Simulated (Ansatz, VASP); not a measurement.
**One calculation of NaI, two programs**

```
Na I
1.0
     5.41648    0.00000    0.00000
    -2.70824    4.69081    0.00000
     0.00000    0.00000    6.45918
Na I
2 2
Direct
  0.33333 0.66667 0.93745
  0.66667 0.33333 0.43745
  0.33333 0.66667 0.43755
  0.66667 0.33333 0.93755
```

Alike in both runs: task single point; functional PBE; k mesh 6 × 6 × 4; no spin polarisation.

```csv
,VASP,Ansatz
version,VASP 6.6.1,Ansatz 0.2.0
potentials or method,"VASP PAW PBE potentials, release 64 (Na_pv, I)","plane waves, PAW"
plane-wave cutoff (eV),520,420
occupations,"gaussian, width 0.01 eV",fixed
valence electrons in the cell,28,52
```

```tsv
	VASP	Ansatz	Ansatz less VASP
gap on the k mesh at the Fermi level (eV)	3.56	3.56	+0.004
```

VASP's potentials hold 28 valence electrons a cell and Ansatz's 52, so a difference there can come from the potentials and not from the codes.

Neither program's run includes spin-orbit coupling.
